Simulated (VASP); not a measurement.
# TiAl3: single point with PBEsol

The system is TiAl3.

```
Ti Al
1.0
     2.81167   -0.01966   -0.01866
    -0.03241    4.64216   -0.01009
    -0.03220   -0.01056    4.93494
Ti Al
1 3
Cartesian
  -0.0967 2.2666 0.8643
  1.3766 2.4141 3.3142
  1.3202 0.1818 1.5121
  -0.0136 -0.0233 4.1765
```

| Quantity | Value |
| --- | --- |
| Program | VASP 6.6.1 |
| Task | single point |
| Functional | PBEsol |
| Potentials or basis | VASP PAW PBE potentials, release 64 (Ti_sv, Al) |
| Cutoff | 520 eV |
| k mesh | 10 × 6 × 6 |
| Occupations | gaussian, width 0.1 eV |
| Spin | no spin polarisation |

* Pressure: 1.0 GPa
* Largest force: 1.967 eV/Å

Forces in eV/Å, atoms in the order of the input:
```
Ti   0.216  1.546 -0.415
Al  -0.253 -0.283 -0.177
Al   0.112 -1.584  1.162
Al  -0.075  0.320 -0.570
```

Stress tensor (GPa, compression positive):
```
 0.16  1.17  0.96
 1.17  3.50  0.30
 0.96  0.30 -0.75
```

Levels at points of the mesh, in eV from the Fermi level:
| k point | band 8 | band 9 | band 10 | band 11 | band 12 | band 13 | band 14 | band 15 |
| --- | --- | --- | --- | --- | --- | --- | --- | --- |
| (0.00, 0.00, 0.00) | -3.33 | -2.42 | -0.77 | -0.38 | 2.35 | 2.44 | 2.52 | 2.62 |
| (0.50, 0.00, 0.00) | -2.15 | -1.80 | 0.27 | 0.58 | 0.86 | 1.51 | 1.75 | 2.47 |
| (0.00, 0.50, 0.00) | -3.25 | -2.12 | -1.62 | -0.15 | 2.22 | 2.48 | 2.65 | 3.10 |
| (0.50, 0.50, 0.00) | -3.20 | -1.69 | -0.52 | -0.23 | 0.51 | 1.12 | 1.22 | 3.34 |
| (0.00, 0.00, 0.50) | -2.26 | -1.99 | -1.15 | -0.34 | 2.27 | 2.31 | 2.46 | 3.02 |
| (0.50, 0.00, 0.50) | -3.65 | -1.45 | -0.18 | 0.06 | 0.57 | 1.48 | 2.35 | 3.16 |
| (0.00, 0.50, 0.50) | -4.88 | -0.26 | -0.10 | 0.77 | 2.23 | 2.42 | 3.46 | 4.85 |
| (0.50, 0.50, 0.50) | -3.10 | -2.96 | -2.64 | -0.80 | -0.21 | 1.00 | 2.16 | 2.37 |

It took 8.1 min on 1 thread of Intel(R) Xeon(R) Platinum 8488C (Sapphire Rapids) (shared host), peak memory 0.33 GiB.

Caveat: the PAW data sets were made with another functional, which shifts forces and pressure a little.
